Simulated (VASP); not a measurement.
# CaO (Fm-3m) in VASP: further runs

The runs below take CaO through single point, with HSE06.

Program: VASP 6.6.1. These are calculated values, not measurements. Logs are shortened: lines on timing, memory, paths and dates and some standing lists are left out, and cuts for length are marked.

## (1) The cell of the first run

The structure is cubic, space group Fm-3m (No. 225). Conventional cell: a = 4.651 Å, b = 4.651 Å, c = 4.651 Å, α = 90.00°, β = 90.00°, γ = 90.00°. Ca (site symmetry m-3m) has 6 O at 2.33 Å within 3.1 Å. O (site symmetry m-3m) has 6 Ca at 2.33 Å within 3.1 Å.

## (2) Single point, HSE06 (strain -3.0%)

POSCAR

```
CaO
1.0
    0.0000000000      2.3256236101      2.3256236101
    2.3256236101      0.0000000000      2.3256236101
    2.3256236101      2.3256236101      0.0000000000
Ca O
1 1
Direct
    0.0000000000      0.0000000000      0.0000000000
    0.5000000000      0.5000000000      0.5000000000
```

INCAR.step1

```
PREC = Accurate
ENCUT = 520
EDIFF = 1E-5
ISMEAR = 0
SIGMA = 0.01
LREAL = False
LASPH = True
NELM = 80
ALGO = Normal
ISIF = 2
LWAVE = True
LCHARG = False
GGA = PE
NBANDS = 15
```

INCAR.step2

```
PREC = Accurate
ENCUT = 520
EDIFF = 1E-6
ISMEAR = 0
SIGMA = 0.01
LREAL = False
LASPH = True
NELM = 80
ALGO = Normal
ISIF = 2
LWAVE = False
LCHARG = False
GGA = PE
LHFCALC = True
HFSCREEN = 0.2079
PRECFOCK = Normal
ISTART = 1
NBANDS = 15
```

KPOINTS

```
Automatic mesh
0
Gamma
  6 6 6
```

Potentials or basis: VASP PAW PBE potentials, release 64 (Ca_sv, O).

On the command line:

```console
$ cat potpaw_PBE.64/Ca_sv/POTCAR potpaw_PBE.64/O/POTCAR > POTCAR
$ cp INCAR.step1 INCAR
$ mpirun -np 1 vasp_std > vasp.out
$ cp INCAR.step2 INCAR
$ mpirun -np 1 vasp_std > vasp.out
```

OUTCAR:

```text
PREC = Accurate
   ENCUT = 520
   EDIFF = 1E-6
   ISMEAR = 0
   LREAL = False
   LASPH = True
   NELM = 80
   ISIF = 2
   GGA = PE
   LHFCALC = True
   HFSCREEN = 0.2079
   PRECFOCK = Normal
   ISTART = 1

 ion  position               nearest neighbor table
   1  0.000  0.000  0.000-   2 2.33   2 2.33   2 2.33   2 2.33   2 2.33   2 2.33
   2  0.500  0.500  0.500-   1 2.33   1 2.33   1 2.33   1 2.33   1 2.33   1 2.33

  LATTYP: Found a face centered cubic cell.
 ALAT       =     4.6512472202

  Lattice vectors:

 A1 = (   0.0000000000,   2.3256236101,   2.3256236101)
 A2 = (   2.3256236101,   0.0000000000,   2.3256236101)
 A3 = (   2.3256236101,   2.3256236101,   0.0000000000)

Analysis of symmetry for initial positions (statically):
=====================================================================
 Subroutine PRICEL returns:
 Original cell was already a primitive cell.

 Routine SETGRP: Setting up the symmetry group for a
 face centered cubic supercell.

 Subroutine GETGRP returns: Found 48 space group operations
 (whereof 48 operations were pure point group operations)
 out of a pool of 48 trial point group operations.

The static configuration has the point symmetry O_h .

Analysis of symmetry for dynamics (positions and initial velocities):
=====================================================================
 Subroutine PRICEL returns:
 Original cell was already a primitive cell.

 Routine SETGRP: Setting up the symmetry group for a
 face centered cubic supercell.

 Subroutine GETGRP returns: Found 48 space group operations
 (whereof 48 operations were pure point group operations)
 out of a pool of 48 trial point group operations.

The dynamic configuration has the point symmetry O_h .

 Subroutine INISYM returns: Found 48 space group operations
 (whereof 48 operations are pure point group operations),
 and found     1 'primitive' translations

----------------------------------------------------------------------------------------

                                     Primitive cell

  volume of cell :      25.1564

  direct lattice vectors                    reciprocal lattice vectors
     0.000000000  2.325623610  2.325623610    -0.214996097  0.214996097  0.214996097
     2.325623610  0.000000000  2.325623610     0.214996097 -0.214996097  0.214996097
     2.325623610  2.325623610  0.000000000     0.214996097  0.214996097 -0.214996097

  length of vectors
     3.288928450  3.288928450  3.288928450     0.372384164  0.372384164  0.372384164

  position of ions in fractional coordinates (direct lattice)
     0.000000000  0.000000000  0.000000000
     0.500000000  0.500000000  0.500000000

  ion indices of the primitive-cell ions
   primitive index   ion index
                 1           1
                 2           2

----------------------------------------------------------------------------------------

 KPOINTS: Automatic mesh

Automatic generation of k-mesh.
 Grid dimensions read from file:
 generate k-points for:    6    6    6

 Generating k-lattice:

  Cartesian coordinates                     Fractional coordinates (reciprocal lattice)
    -0.035832683  0.035832683  0.035832683     0.166666667  0.000000000  0.000000000
     0.035832683 -0.035832683  0.035832683     0.000000000  0.166666667  0.000000000
     0.035832683  0.035832683 -0.035832683     0.000000000  0.000000000  0.166666667

  Length of vectors
     0.062064027  0.062064027  0.062064027

  Shift w.r.t. Gamma in fractional coordinates (k-lattice)
     0.000000000  0.000000000  0.000000000

 Subroutine IBZKPT returns following result:
 ===========================================

 Found     16 irreducible k-points:

 Following reciprocal coordinates:
            Coordinates               Weight
  0.000000  0.000000  0.000000      1.000000
  0.166667  0.000000  0.000000      8.000000
  0.333333  0.000000  0.000000      8.000000
  0.500000  0.000000  0.000000      4.000000
  0.166667  0.166667  0.000000      6.000000
  0.333333  0.166667  0.000000     24.000000
[... 8 lines left out ...]
 -0.333333  0.333333  0.166667     24.000000
 -0.333333  0.500000  0.166667     12.000000
   k-points           NKPTS =     16   k-points in BZ     NKDIM =    216   number of bands    NBANDS=     15
   number of dos      NEDOS =    301   number of ions     NIONS =      2
   total plane-waves  NPLWV =  13824
   dimension x,y,z NGX =    24 NGY =   24 NGZ =   24
   dimension x,y,z NGXF=    48 NGYF=   48 NGZF=   48
   ions per type =               1   1
   NGX,Y,Z   is equivalent  to a cutoff of  12.13, 12.13, 12.13 a.u.
   NGXF,Y,Z  is equivalent  to a cutoff of  24.26, 24.26, 24.26 a.u.
 SYSTEM =  unknown system
   PREC   = accura    normal or accurate (medium, high low for compatibility)
   ISTART =      1    job   : 0-new  1-cont  2-samecut
   ICHARG =      0    charge: 1-file 2-atom 10-const
   ISPIN  =      1    spin polarized calculation?
   LNONCOLLINEAR =      F non collinear calculations
   LSORBIT =      F    spin-orbit coupling
   LASPH  =      T    aspherical Exc in radial PAW
   ENCUT  =  520.0 eV  38.22 Ry    6.18 a.u.   6.12  6.12  6.12*2*pi/ulx,y,z
   NELM   =     80;   NELMIN=  2; NELMDL=  0     # of ELM steps
   EDIFF  = 0.1E-05   stopping-criterion for ELM
   LREAL  =      F    real-space projection
   EDIFFG = 0.1E-04   stopping-criterion for IOM
   NSW    =      0    number of steps for IOM
   IBRION =     -1    ionic relax: 0-MD 1-quasi-New 2-CG
   NFREE  =      0    steps in history (QN), initial steepest desc. (CG)
   ISIF   =      2    stress and relaxation
   ISYM   =      3    0-nonsym 1-usesym 2-fastsym
   POTIM  = 0.5000    time-step for ionic-motion
   TEBEG  =    0.0;   TEEND  =   0.0 temperature during run
   PSTRESS=    0.0 pullay stress
   NELECT =      16.0000    total number of electrons
   NUPDOWN=      -1.0000    fix difference up-down
   EMIN   =  10.00;   EMAX   =-10.00  energy-range for DOS
   EFERMI =   0.00;   METHOD = LEGACY
   ISMEAR =     0;   SIGMA  =   0.01  broadening in eV -4-tet -1-fermi 0-gaus
   EFERMI_NEDOS =   21; number of points for ismear=-14 and -15
   IALGO  =     38    algorithm
   IMIX   =      1    mixing-type and parameters
     AMIX     =   0.40;   BMIX     =  1.00
     AMIX_MAG =   1.60;   BMIX_MAG =  1.00
  volume/ion in A,a.u.               =      12.58        84.88
  Fermi-wavevector in a.u.,A,eV,Ry     =   1.407879  2.660506 26.968433  1.982124
  Thomas-Fermi vector in A             =   2.530094
   LORBIT       =      0    0 simple, 1 ext, 2 COOP (PROOUT), +10 PAW based schemes
   GGA     = PE    functional components
   LHFCALC =     T    Hartree Fock is set to
   PRECFOCK=normal    Normal, Fast or Accurate (Low or Medium for compatibility)
   ENCUT4O =  -1.0   cutoff for four orbital integrals eV
   NKREDX  =     1    reduce k-point grid by
   NKREDY  =     1    reduce k-point grid by
   NKREDZ  =     1    reduce k-point grid by
   AEXX    =    0.2500 exact exchange contribution
   HFSCREEN=    0.2079 screening length (either q_TF or 0.3 A-1)
   HFSCREENC=   0.2079 screening length for correlation (either q_TF or 0.3 A-1)
   ENCUTFOCK=  -1.0 apply spherical cutoff to Coloumb kernel
   IVDW    =     0    specifies the selected vdW correction
   LEPSILON=     F    determine dielectric tensor
   LRPA    =     F    only Hartree local field effects (RPA)
 non-spin polarized calculation
 Gauss-broadening in eV      SIGMA  =   0.01
  energy-cutoff  :      520.00
  volume of cell :       25.16
 maximum number of plane-waves:       700
  NGX = 20; NGY = 20; NGZ = 20

 number of electron      15.9999994 magnetization

 Free energy of the ion-electron system (eV)
  ---------------------------------------------------
  ext. energy  EPLUGINS =         0.00000000
  ---------------------------------------------------
  free energy    TOTEN  =       -14.76865956 eV

  energy without entropy =      -14.76865956  energy(sigma->0) =      -14.76865956

 E-fermi :   1.9773     XC(G=0):  -9.0005

 val. band max:        1.8555713357   @ k =   0.0000   0.0000   0.0000
 cond. band min:       7.1160525692   @ k =   0.5000   0.5000   0.0000
 fundamental gap:      5.2604812335
 Fermi energy:         1.9773033002

 k-point     1 :       0.0000    0.0000    0.0000
  band No.  band energies     occupation
      1     -37.9274      2.00000
      2     -17.1274      2.00000
      3     -17.1274      2.00000
      4     -17.1274      2.00000
      5     -15.3854      2.00000
      6       1.8556      2.00000
      7       1.8556      2.00000
      8       1.8556      2.00000
      9       8.9899      0.00000
     10      10.2980      0.00000
     11      10.2980      0.00000
     12      10.2980      0.00000
     13      12.1041      0.00000
     14      12.1041      0.00000
     15      19.2101      0.00000

 k-point     2 :       0.1667    0.0000    0.0000
  band No.  band energies     occupation
      1     -37.8866      2.00000
      2     -17.8167      2.00000
      3     -17.1436      2.00000
      4     -17.1436      2.00000
      5     -14.6801      2.00000
      6       0.9032      2.00000
      7       1.4258      2.00000
      8       1.4258      2.00000
      9      10.0899      0.00000
     10      10.3341      0.00000
     11      10.8676      0.00000
     12      10.8676      0.00000
     13      12.9009      0.00000
     14      12.9009      0.00000
     15      20.5001      0.00000
[... 221 lines left out ...]
      3     -17.6089      2.00000
      4     -17.4215      2.00000
      5     -14.1270      2.00000
      6      -0.1295      2.00000
      7       0.6420      2.00000
      8       0.6752      2.00000
      9      10.6500      0.00000
     10      10.6812      0.00000
     11      13.5047      0.00000
     12      13.9539      0.00000
     13      15.1610      0.00000
     14      18.0372      0.00000
     15      19.0836      0.00000

 k-point    16 :      -0.3333    0.5000    0.1667
  band No.  band energies     occupation
      1     -37.7127      2.00000
      2     -17.8785      2.00000
      3     -17.8373      2.00000
      4     -17.6020      2.00000
      5     -14.5409      2.00000
      6       0.5683      2.00000
      7       0.5743      2.00000
      8       0.9972      2.00000
      9       8.7866      0.00000
     10      12.0699      0.00000
     11      13.1293      0.00000
     12      14.5263      0.00000
     13      14.6502      0.00000
     14      18.0753      0.00000
     15      18.8751      0.00000

------------------------ aborting loop because EDIFF is reached ----------------------------------------

  FORCE on cell =-STRESS in cart. coord.  units (eV):
  Direction    XX          YY          ZZ          XY          YZ          ZX
  --------------------------------------------------------------------------------------
  -------------------------------------------------------------------------------------
  Total        2.2238815      2.2238815      2.2238815      0.0000000     -0.0000000     -0.0000000
  in kB      141.6360928    141.6360928    141.6360928      0.0000000     -0.0000000     -0.0000000
  external PRESSURE =     141.6360928 kB  Pullay stress =       0.0000000 kB

 VOLUME and BASIS-vectors are now :
 -----------------------------------------------------------------------------
  energy-cutoff  :      520.00
  volume of cell :       25.16
      direct lattice vectors                 reciprocal lattice vectors
     0.000000000  2.325623610  2.325623610    -0.214996097  0.214996097  0.214996097
     2.325623610  0.000000000  2.325623610     0.214996097 -0.214996097  0.214996097
     2.325623610  2.325623610  0.000000000     0.214996097  0.214996097 -0.214996097

 POSITION                                       TOTAL-FORCE (eV/Angst)
 -----------------------------------------------------------------------------------
      0.00000      0.00000      0.00000         0.000000     -0.000000     -0.000000
      2.32562      2.32562      2.32562        -0.000000      0.000000      0.000000
 -----------------------------------------------------------------------------------
    total drift:                                0.000000      0.000000      0.000000

  FREE ENERGIE OF THE ION-ELECTRON SYSTEM (eV)
  ---------------------------------------------------
  free  energy   TOTEN  =       -14.7686595586 eV

  energy  without entropy=      -14.7686595586  energy(sigma->0) =      -14.76865956
```

Run time: 31 min. Hardware: 1 thread of Intel Xeon Platinum 8259CL at 2.50GHz (Skylake/Cascade Lake), shared host; peak memory 0.26 GiB.

What came out:

* Free energy: -14.7687 eV
* Pressure: 14.2 GPa
* Band gap on the k mesh: 5.26 eV (least direct gap 5.65 eV)

Levels at points of the mesh, in eV from the valence-band top:
```tsv
k point	band 6	band 7	band 8	band 9	band 10	band 11
(0.00, 0.00, 0.00)	0.00	0.00	0.00	7.13	8.44	8.44
(0.50, 0.00, 0.00)	-3.08	-1.49	-1.49	9.56	10.90	11.19
(0.50, 0.50, 0.00)	-1.37	-0.39	-0.39	5.26	10.97	11.74
```

Caveat: the cell differs from its parent crystal (strain -3.0%); the cell stands under pressure; the PAW data sets were made with another functional, which shifts forces and pressure a little. A k mesh can miss the band edges.

## (3) Single point, HSE06 (strain -2.0%)

POSCAR

```
CaO
1.0
    0.0000000000      2.3495991113      2.3495991113
    2.3495991113      0.0000000000      2.3495991113
    2.3495991113      2.3495991113      0.0000000000
Ca O
1 1
Direct
    0.0000000000      0.0000000000      0.0000000000
    0.5000000000      0.5000000000      0.5000000000
```

INCAR.step1

```
SYSTEM = CaO
PREC     = Accurate       ! precision mode
ENCUT    = 520            ! plane-wave cutoff, eV
EDIFF    = 1E-5           ! SCF threshold, eV
ISMEAR   = 0              ! smearing method
SIGMA    = 0.01           ! smearing width, eV
LREAL    = .FALSE.        ! projectors in reciprocal space
LASPH    = .TRUE.         ! aspherical terms in the spheres
NELM     = 60             ! most SCF steps
ALGO     = Normal         ! electronic algorithm
ISIF     = 2              ! what is computed and relaxed
LWAVE    = .TRUE.         ! write WAVECAR
LCHARG   = .FALSE.        ! write CHGCAR
GGA      = PE             ! functional
NBANDS   = 15             ! bands
```

INCAR.step2

```
SYSTEM = CaO
PREC     = Accurate       ! precision mode
ENCUT    = 520            ! plane-wave cutoff, eV
EDIFF    = 1E-7           ! SCF threshold, eV
ISMEAR   = 0              ! smearing method
SIGMA    = 0.01           ! smearing width, eV
LREAL    = .FALSE.        ! projectors in reciprocal space
LASPH    = .TRUE.         ! aspherical terms in the spheres
NELM     = 60             ! most SCF steps
ALGO     = Normal         ! electronic algorithm
ISIF     = 2              ! what is computed and relaxed
LWAVE    = .FALSE.        ! write WAVECAR
LCHARG   = .FALSE.        ! write CHGCAR
GGA      = PE             ! functional
LHFCALC  = .TRUE.         ! exact exchange
HFSCREEN = 0.2079         ! screening, 1/A
PRECFOCK = Normal       
ISTART   = 1            
NBANDS   = 15             ! bands
```

KPOINTS

```
regular mesh
0
G
  6 6 6
  0 0 0
```

Potentials or basis: VASP PAW PBE potentials, release 64 (Ca_sv, O).

On the command line:

```console
$ cat potpaw_PBE.64/Ca_sv/POTCAR potpaw_PBE.64/O/POTCAR > POTCAR
$ cp INCAR.step1 INCAR
$ mpirun -np 1 vasp_std > vasp.out
$ cp INCAR.step2 INCAR
$ mpirun -np 1 vasp_std > vasp.out
```

Run time: 31 min. Hardware: 1 thread of Intel Xeon Platinum 8259CL at 2.50GHz (Skylake/Cascade Lake), shared host; peak memory 0.26 GiB.

It converged, with:

- Free energy: -14.8265 eV
- Pressure: 9.2 GPa
- Band gap on the k mesh: 5.28 eV (least direct gap 5.68 eV)

Levels at points of the mesh, in eV from the valence-band top:
```csv
k point,band 6,band 7,band 8,band 9,band 10,band 11
"(0.00, 0.00, 0.00)",0.00,0.00,0.00,6.84,8.37,8.37
"(0.50, 0.00, 0.00)",-2.99,-1.41,-1.41,9.40,10.63,11.00
"(0.50, 0.50, 0.00)",-1.40,-0.40,-0.40,5.28,10.71,11.55
```

Caveat: the cell differs from its parent crystal (strain -2.0%); the cell stands under pressure; the PAW data sets were made with another functional, which shifts forces and pressure a little.

(Part 1 of 2 ends here.)
